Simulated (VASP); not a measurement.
# GaN (Fm-3m) in VASP: notebook, part 2 of 3

VASP 6.6.1. The steps go on from the part before.

## (4) Single point, revPBE+D4

File INCAR:

```
SYSTEM = GaN
PREC = Accurate ; ENCUT = 520
EDIFF = 1E-6 ; ISMEAR = 0
SIGMA = 0.05 ; LREAL = .False.
LASPH = .True. ; NELM = 80
ALGO = Normal ; ISIF = 2
LWAVE = .False. ; LCHARG = .True.
GGA = RE ; IVDW = 13
LELF = .True. ; LVHAR = .True.
NBANDS = 16
```

File KPOINTS:

```
Automatic mesh
0
Gamma
  10 10 10
  0 0 0
```

File POSCAR:

```
GaN
1.0
    0.0000000000      2.0693911641      2.0693911641
    2.0693911641      0.0000000000      2.0693911641
    2.0693911641      2.0693911641      0.0000000000
Ga N
1 1
Direct
    0.5000000000      0.5000000000      0.5000000000
    0.0000000000      0.0000000000      0.0000000000
```

Potentials or basis: VASP PAW PBE potentials, release 64 (Ga_d, N).

Run with:

```sh
$ cat potpaw_PBE.64/Ga_d/POTCAR potpaw_PBE.64/N/POTCAR > POTCAR
$ mpirun -np 1 vasp_std > vasp.out
```

OUTCAR:

```text
SYSTEM = GaN
   PREC = Accurate
   ENCUT = 520
   EDIFF = 1E-6
   ISMEAR = 0
   LREAL = .False.
   LASPH = .True.
   NELM = 80
   ISIF = 2
   GGA = RE
   IVDW = 13

 ion  position               nearest neighbor table
   1  0.500  0.500  0.500-   2 2.07   2 2.07   2 2.07   2 2.07   2 2.07   2 2.07
   2  0.000  0.000  0.000-   1 2.07   1 2.07   1 2.07   1 2.07   1 2.07   1 2.07

  LATTYP: Found a face centered cubic cell.
 ALAT       =     4.1387823282

  Lattice vectors:

 A1 = (   0.0000000000,   2.0693911641,   2.0693911641)
 A2 = (   2.0693911641,   0.0000000000,   2.0693911641)
 A3 = (   2.0693911641,   2.0693911641,   0.0000000000)

Analysis of symmetry for initial positions (statically):
=====================================================================
 Subroutine PRICEL returns:
 Original cell was already a primitive cell.

 Routine SETGRP: Setting up the symmetry group for a
 face centered cubic supercell.

 Subroutine GETGRP returns: Found 48 space group operations
 (whereof 48 operations were pure point group operations)
 out of a pool of 48 trial point group operations.

The static configuration has the point symmetry O_h .

Analysis of symmetry for dynamics (positions and initial velocities):
=====================================================================
 Subroutine PRICEL returns:
 Original cell was already a primitive cell.

 Routine SETGRP: Setting up the symmetry group for a
 face centered cubic supercell.

 Subroutine GETGRP returns: Found 48 space group operations
 (whereof 48 operations were pure point group operations)
 out of a pool of 48 trial point group operations.

The dynamic configuration has the point symmetry O_h .

 Subroutine INISYM returns: Found 48 space group operations
 (whereof 48 operations are pure point group operations),
 and found     1 'primitive' translations

----------------------------------------------------------------------------------------

                                     Primitive cell

[... 112 lines left out ...]
  Fermi-wavevector in a.u.,A,eV,Ry     =   1.645558  3.109653 36.842667  2.707860
  Thomas-Fermi vector in A             =   2.735334
   LORBIT       =      0    0 simple, 1 ext, 2 COOP (PROOUT), +10 PAW based schemes
   GGA     = RE    functional components
   LHFCALC =     F    Hartree Fock is set to
   AEXX    =    0.0000 exact exchange contribution
   IVDW    =    13    specifies the selected vdW correction
   LEPSILON=     F    determine dielectric tensor
   LRPA    =     F    only Hartree local field effects (RPA)
 non-spin polarized calculation
 Gauss-broadening in eV      SIGMA  =   0.05
  energy-cutoff  :      520.00
  volume of cell :       17.72
 maximum number of plane-waves:       531
 NGX is ok and might be reduce to    24

 number of electron      17.9999992 magnetization

 Free energy of the ion-electron system (eV)
  ---------------------------------------------------
  ext. energy  EPLUGINS =         0.00000000
  ---------------------------------------------------
  free energy    TOTEN  =       -10.31586704 eV

  energy without entropy =      -10.31586704  energy(sigma->0) =      -10.31586704

 E-fermi :   9.0354     XC(G=0): -13.3284

 val. band max:        8.7758911998   @ k =  -0.2000   0.2000   0.0000
 cond. band min:       9.8754604374   @ k =   0.5000   0.5000   0.0000
 fundamental gap:      1.0995692376
 Fermi energy:         9.0354396123

 k-point     1 :       0.0000    0.0000    0.0000
  band No.  band energies     occupation
      1      -9.1798      2.00000
      2      -5.1723      2.00000
      3      -5.1723      2.00000
      4      -5.1723      2.00000
      5      -5.0621      2.00000
      6      -5.0621      2.00000
[... 433 lines left out ...]
      3      -5.0191      2.00000
      4      -4.9664      2.00000
      5      -4.8969      2.00000
      6      -4.0471      2.00000
[... 8 lines left out ...]
     15      34.4444      0.00000
     16      36.0935      0.00000

 [... further k-points ...]

------------------------ aborting loop because EDIFF is reached ----------------------------------------

  DFT-D4 for vdW energy calculation

  Edisp (eV):   -1.80955

  FORCE on cell =-STRESS in cart. coord.  units (eV):
  Direction    XX          YY          ZZ          XY          YZ          ZX
  --------------------------------------------------------------------------------------
  -------------------------------------------------------------------------------------
  Total       1.27241     1.27241     1.27241     0.00000     0.00000    -0.00000
  in kB     115.02171   115.02171   115.02171     0.00000     0.00000    -0.00000
  external pressure =      115.02 kB  Pullay stress =        0.00 kB

 VOLUME and BASIS-vectors are now :
 -----------------------------------------------------------------------------
  energy-cutoff  :      520.00
  volume of cell :       17.72
      direct lattice vectors                 reciprocal lattice vectors
     0.000000000  2.069391164  2.069391164    -0.241616959  0.241616959  0.241616959
     2.069391164  0.000000000  2.069391164     0.241616959 -0.241616959  0.241616959
     2.069391164  2.069391164  0.000000000     0.241616959  0.241616959 -0.241616959

 POSITION                                       TOTAL-FORCE (eV/Angst)
 -----------------------------------------------------------------------------------
      2.06939      2.06939      2.06939        -0.000000      0.000000     -0.000000
      0.00000      0.00000      0.00000         0.000000      0.000000      0.000000
 -----------------------------------------------------------------------------------
    total drift:                                0.000000     -0.000000      0.000000

  FREE ENERGIE OF THE ION-ELECTRON SYSTEM (eV)
  ---------------------------------------------------
  free  energy   TOTEN  =       -12.1254204235 eV

  energy  without entropy=      -12.1254204235  energy(sigma->0) =      -12.12542042
```

OSZICAR:

```text
N       E                     dE             d eps       ncg     rms          rms(c)
DAV:   1     0.776740455116E+02    0.77674E+02   -0.89247E+03  1632   0.219E+03
DAV:   2    -0.761298173431E+01   -0.85287E+02   -0.79069E+02  1768   0.330E+02
DAV:   3    -0.121431971570E+02   -0.45302E+01   -0.45179E+01  1704   0.639E+01
DAV:   4    -0.121816873237E+02   -0.38490E-01   -0.38487E-01  1880   0.622E+00
DAV:   5    -0.121821008565E+02   -0.41353E-03   -0.41353E-03  1808   0.599E-01    0.752E+00
DAV:   6    -0.103346195725E+02    0.18475E+01   -0.40755E+00  2152   0.415E+01    0.244E+00
DAV:   7    -0.103284606962E+02    0.61589E-02   -0.26718E-01  1768   0.511E+00    0.161E+00
DAV:   8    -0.103174823255E+02    0.10978E-01   -0.23845E-02  1792   0.236E+00    0.435E-01
DAV:   9    -0.103158657660E+02    0.16166E-02   -0.61229E-03  1904   0.221E+00    0.101E-01
DAV:  10    -0.103158582885E+02    0.74775E-05   -0.42752E-04  1800   0.264E-01    0.135E-02
DAV:  11    -0.103158638333E+02   -0.55449E-05   -0.31580E-05  1816   0.627E-02    0.143E-02
DAV:  12    -0.103158671111E+02   -0.32778E-05   -0.22749E-06  1736   0.283E-02    0.246E-03
DAV:  13    -0.103158670427E+02    0.68435E-07   -0.34418E-07   976   0.564E-03
   1 F= -.12125420E+02 E0= -.12125420E+02  d E =-.672793E-15
```

It took 28 s on 1 thread of Intel Xeon Platinum 8488C (Sapphire Rapids), shared host; peak memory 0.15 GiB.

What came out:

```yaml
Free_energy: -12.1254 eV
Pressure: 11.5 GPa
Band_gap_on_the_k_mesh: 1.10 eV, indirect (least direct gap 3.58 eV)
Dispersion_energy_per_atom: -0.905 eV
```

Caveat: the PAW data sets were made with another functional, which shifts forces and pressure a little. A k mesh can miss the band edges.

## (5) Single point, BLYP

File INCAR:

```
SYSTEM = GaN
PREC = Accurate ; ENCUT = 520
EDIFF = 1E-6 ; ISMEAR = 0
SIGMA = 0.05 ; LREAL = .False.
LASPH = .True. ; NELM = 80
ALGO = Normal ; ISIF = 2
LWAVE = .False. ; LCHARG = .False.
GGA = B5 ; ALDAX = 1.0
AGGAX = 1.0 ; AGGAC = 1.0
ALDAC = 0.0 ; NBANDS = 16
```

KPOINTS is that of step 4.

File POSCAR:

```
GaN
1.0
    0.0000000000      2.0692100263      2.0692100263
    2.0692100263      0.0000000000      2.0692100263
    2.0692100263      2.0692100263      0.0000000000
Ga N
1 1
Direct
    0.5000000000      0.5000000000      0.5000000000
    0.0000000000      0.0000000000      0.0000000000
```

Potentials or basis: VASP PAW PBE potentials, release 64 (Ga_d, N).

Run with:

```sh
$ cat potpaw_PBE.64/Ga_d/POTCAR potpaw_PBE.64/N/POTCAR > POTCAR
$ mpirun -np 1 vasp_std > vasp.out
```

OUTCAR:

```text
SYSTEM = GaN
   PREC = Accurate
   ENCUT = 520
   EDIFF = 1E-6
   ISMEAR = 0
   LREAL = .False.
   LASPH = .True.
   NELM = 80
   ISIF = 2
   GGA = B5

 ion  position               nearest neighbor table
   1  0.500  0.500  0.500-   2 2.07   2 2.07   2 2.07   2 2.07   2 2.07   2 2.07
   2  0.000  0.000  0.000-   1 2.07   1 2.07   1 2.07   1 2.07   1 2.07   1 2.07

  LATTYP: Found a face centered cubic cell.
 ALAT       =     4.1384200526

  Lattice vectors:

 A1 = (   0.0000000000,   2.0692100263,   2.0692100263)
 A2 = (   2.0692100263,   0.0000000000,   2.0692100263)
 A3 = (   2.0692100263,   2.0692100263,   0.0000000000)

Analysis of symmetry for initial positions (statically):
=====================================================================
 Subroutine PRICEL returns:
 Original cell was already a primitive cell.

 Routine SETGRP: Setting up the symmetry group for a
 face centered cubic supercell.

 Subroutine GETGRP returns: Found 48 space group operations
 (whereof 48 operations were pure point group operations)
 out of a pool of 48 trial point group operations.

The static configuration has the point symmetry O_h .

Analysis of symmetry for dynamics (positions and initial velocities):
=====================================================================
 Subroutine PRICEL returns:
 Original cell was already a primitive cell.

 Routine SETGRP: Setting up the symmetry group for a
 face centered cubic supercell.

 Subroutine GETGRP returns: Found 48 space group operations
 (whereof 48 operations were pure point group operations)
 out of a pool of 48 trial point group operations.

The dynamic configuration has the point symmetry O_h .

 Subroutine INISYM returns: Found 48 space group operations
 (whereof 48 operations are pure point group operations),
 and found     1 'primitive' translations

----------------------------------------------------------------------------------------

                                     Primitive cell

  volume of cell :      17.7192

  direct lattice vectors                    reciprocal lattice vectors
[... 109 lines left out ...]
  Fermi-wavevector in a.u.,A,eV,Ry     =   1.645702  3.109925 36.849118  2.708334
  Thomas-Fermi vector in A             =   2.735454
   LORBIT       =      0    0 simple, 1 ext, 2 COOP (PROOUT), +10 PAW based schemes
   GGA     = B5    functional components
   LHFCALC =     F    Hartree Fock is set to
   AEXX    =    0.0000 exact exchange contribution
   IVDW    =     0    specifies the selected vdW correction
   LEPSILON=     F    determine dielectric tensor
   LRPA    =     F    only Hartree local field effects (RPA)
 non-spin polarized calculation
 Gauss-broadening in eV      SIGMA  =   0.05
  energy-cutoff  :      520.00
  volume of cell :       17.72
 maximum number of plane-waves:       531
 NGX is ok and might be reduce to    24

 number of electron      17.9999992 magnetization

 Free energy of the ion-electron system (eV)
  ---------------------------------------------------
  ext. energy  EPLUGINS =         0.00000000
  ---------------------------------------------------
  free energy    TOTEN  =        -9.59982193 eV

  energy without entropy =       -9.59982193  energy(sigma->0) =       -9.59982193

 E-fermi :   9.3785     XC(G=0): -12.8252

 val. band max:        9.1134045846   @ k =  -0.2000   0.2000   0.0000
 cond. band min:      10.0704392967   @ k =   0.5000   0.5000   0.0000
 fundamental gap:      0.9570347121
 Fermi energy:         9.3784665991

 k-point     1 :       0.0000    0.0000    0.0000
  band No.  band energies     occupation
      1      -8.6857      2.00000
      2      -4.9771      2.00000
      3      -4.9771      2.00000
      4      -4.9771      2.00000
      5      -4.8702      2.00000
      6      -4.8702      2.00000
[... 433 lines left out ...]
      3      -4.8269      2.00000
      4      -4.7702      2.00000
      5      -4.7060      2.00000
      6      -3.7248      2.00000
[... 8 lines left out ...]
     15      35.0466      0.00000
     16      36.6551      0.00000

 [... further k-points ...]

------------------------ aborting loop because EDIFF is reached ----------------------------------------

  FORCE on cell =-STRESS in cart. coord.  units (eV):
  Direction    XX          YY          ZZ          XY          YZ          ZX
  --------------------------------------------------------------------------------------
  -------------------------------------------------------------------------------------
  Total        3.8827257      3.8827257      3.8827257      0.0000000      0.0000000      0.0000000
  in kB      351.0779696    351.0779696    351.0779696      0.0000000      0.0000000      0.0000000
  external PRESSURE =     351.0779696 kB  Pullay stress =       0.0000000 kB

 VOLUME and BASIS-vectors are now :
 -----------------------------------------------------------------------------
  energy-cutoff  :      520.00
  volume of cell :       17.72
      direct lattice vectors                 reciprocal lattice vectors
     0.000000000  2.069210026  2.069210026    -0.241638110  0.241638110  0.241638110
     2.069210026  0.000000000  2.069210026     0.241638110 -0.241638110  0.241638110
     2.069210026  2.069210026  0.000000000     0.241638110  0.241638110 -0.241638110

 POSITION                                       TOTAL-FORCE (eV/Angst)
 -----------------------------------------------------------------------------------
      2.06921      2.06921      2.06921         0.000000      0.000000      0.000000
      0.00000      0.00000      0.00000        -0.000000     -0.000000     -0.000000
 -----------------------------------------------------------------------------------
    total drift:                                0.000000     -0.000000      0.000000

  FREE ENERGIE OF THE ION-ELECTRON SYSTEM (eV)
  ---------------------------------------------------
  free  energy   TOTEN  =        -9.5998219262 eV

  energy  without entropy=       -9.5998219262  energy(sigma->0) =       -9.59982193
```

OSZICAR:

```text
N       E                     dE             d eps       ncg     rms          rms(c)
DAV:   1     0.793404965234E+02    0.79340E+02   -0.89416E+03  1632   0.219E+03
DAV:   2    -0.716686178606E+01   -0.86507E+02   -0.80218E+02  1744   0.332E+02
DAV:   3    -0.118920537926E+02   -0.47252E+01   -0.47111E+01  1704   0.653E+01
DAV:   4    -0.119331525139E+02   -0.41099E-01   -0.41095E-01  1864   0.641E+00
DAV:   5    -0.119336013714E+02   -0.44886E-03   -0.44886E-03  1848   0.622E-01    0.847E+00
DAV:   6    -0.960609130353E+01    0.23275E+01   -0.54744E+00  2152   0.463E+01    0.236E+00
DAV:   7    -0.961066434388E+01   -0.45730E-02   -0.35135E-01  1792   0.629E+00    0.164E+00
DAV:   8    -0.960296052428E+01    0.77038E-02   -0.39693E-02  1712   0.308E+00    0.634E-01
DAV:   9    -0.959975675215E+01    0.32038E-02   -0.10218E-02  1888   0.263E+00    0.125E-01
DAV:  10    -0.959985776130E+01   -0.10101E-03   -0.93725E-04  1784   0.419E-01    0.452E-02
DAV:  11    -0.959982072038E+01    0.37041E-04   -0.12612E-04  1960   0.153E-01    0.814E-03
DAV:  12    -0.959982205181E+01   -0.13314E-05   -0.95102E-06  1880   0.401E-02    0.744E-03
DAV:  13    -0.959982192620E+01    0.12560E-06   -0.73935E-07  1144   0.757E-03
   1 F= -.95998219E+01 E0= -.95998219E+01  d E =-.211561E-15
```

stdout:

```text
POSCAR found type information on POSCAR GaN
 POSCAR found :  2 types and       2 ions
 scaLAPACK will be used
 -----------------------------------------------------------------------------
|                                                                             |
|                                                                             |
|     You enforced a specific xc type in the INCAR file but a different       |
|     I HOPE YOU KNOW WHAT YOU ARE DOING!                                     |
|                                                                             |
 -----------------------------------------------------------------------------

 LDA part: xc-table for (Slater(with rela. corr.)+VWN5), standard interpolation
 POSCAR, INCAR and KPOINTS ok, starting setup
 FFT: planning ... GRIDC
 FFT: planning ... GRID_SOFT
 FFT: planning ... GRID
 WAVECAR not read
 entering main loop
```

Run time: 39 s. Hardware: 1 thread of Intel Xeon Platinum 8488C (Sapphire Rapids), shared host; peak memory 0.14 GiB.

Results:

```
Free energy            : -9.5998 eV
Pressure               : 35.1 GPa
Band gap on the k mesh : 0.96 eV, indirect (least direct gap 3.65 eV)
```

Caveat: the PAW data sets were made with another functional, which shifts forces and pressure a little. A k mesh can miss the band edges.

(Continued in part 3 of 3.)
